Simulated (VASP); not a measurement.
WSe2: single point with PBE

The system is WSe2.

```xyz
6
Lattice="-3.3207 0.0000 0.0000 -1.6603 -2.8758 0.0000 -0.6641 0.0000 15.2573" Properties=species:S:1:pos:R:3 pbc="T T T"
W    -1.6603   -0.9586    0.8392
W    -3.3207   -1.9172    8.4678
Se   -1.6603   -0.9586    6.7898
Se   -3.3207   -1.9172   14.4185
Se   -1.6603   -0.9586   10.1458
Se   -3.3207   -1.9172    2.5172
```

```
Program             : VASP 6.6.1
Task                : single point
Functional          : PBE
Potentials or basis : VASP PAW PBE potentials, release 64 (W_sv, Se)
Cutoff              : 520 eV
k mesh              : 9 × 9 × 2
Occupations         : gaussian, width 0.05 eV
Spin                : no spin polarisation
```

```yaml
Pressure: 4.7 GPa
Largest_force: 6.988 eV/Å
Band_gap_on_the_k_mesh: 0.28 eV, indirect (least direct gap 0.85 eV)
```

Forces on the atoms (eV/Å):
```
W    4.784  1.916  4.370
W   -0.001  0.000  0.001
Se   0.000  0.000 -0.050
Se  -4.741 -2.349 -4.565
Se  -0.001  0.000  0.050
Se  -0.041  0.432  0.194
```

Stress tensor (GPa, compression positive):
```
1.98 2.48 8.68
2.48 3.29 5.13
8.68 5.13 8.92
```

Levels at points of the mesh, in eV from the valence-band top:
| k point | band 23 | band 24 | band 25 | band 26 | band 27 | band 28 | band 29 | band 30 |
| --- | --- | --- | --- | --- | --- | --- | --- | --- |
| (0.00, 0.00, 0.00) | -1.80 | -1.08 | -0.72 | -0.44 | 0.43 | 1.72 | 2.33 | 2.33 |
| (0.00, 0.00, 0.50) | -1.80 | -0.89 | -0.84 | -0.43 | 0.43 | 1.72 | 2.33 | 2.33 |

It took 14 min on 1 thread of AMD EPYC 7R13 Processor (Zen 3), on a shared host, peak memory 0.48 GiB.

Caveat: spin-orbit coupling is left out, which moves the levels of the heavy elements; forces of over 1 eV/Å act on the atoms, so gaps and moduli don't describe the material at rest. A k mesh can miss the band edges.
